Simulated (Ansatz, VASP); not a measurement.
## SnH2Br2 in VASP and in Ansatz

```
Sn H Br
1.0
     2.18634   -3.78998    0.05150
    -6.85238   -3.95862   -0.06246
    -0.12802    0.05671   -9.65121
Sn H Br
2 4 4
Direct
  0.49601 0.50180 0.00554
  0.99533 0.98354 0.99371
  0.93659 0.04804 0.53327
  0.57604 0.47324 0.49976
  0.44762 0.52321 0.46613
  0.06747 0.00076 0.50302
  0.48638 0.78905 0.82733
  0.98684 0.36264 0.83813
  0.00447 0.69559 0.17227
  0.50323 0.12214 0.16085
```

Change from the starting cell: cell x2, atoms moved at random (sigma 0.1 Å) and cell strained at random (1.5 %), then relaxed without symmetry.

Alike in both runs: functional PBE; k mesh 4 × 2 × 2; occupations gaussian, width 0.1 eV; no spin polarisation.

Ansatz relaxed the structure, and its values are those at the end. VASP's run is a single point on that final structure, the one shown.

```csv
,VASP,Ansatz
version,VASP 6.6.1,Ansatz 0.2.0
potentials or method,"VASP PAW PBE potentials, release 64 (Sn_d, H, Br), cutoff 520 eV","scalar-relativistic, plane waves, PAW"
valence electrons in the cell,60,60
```

VASP gave:

* gap on the k mesh at the Fermi level (eV): 2.28
* least direct gap on the mesh (eV): 2.62
* pressure (GPa): 0.0
* rms of the force components (eV/Å): 0.010

Task: What did Ansatz give for the same quantities?

Result: gap on the k mesh at the Fermi level (eV): 2.29; least direct gap on the mesh (eV): 2.63; pressure (GPa): 0.0; rms of the force components (eV/Å): 0.006.

The functional is the same, so the differences come from potentials, cutoffs and numerics.
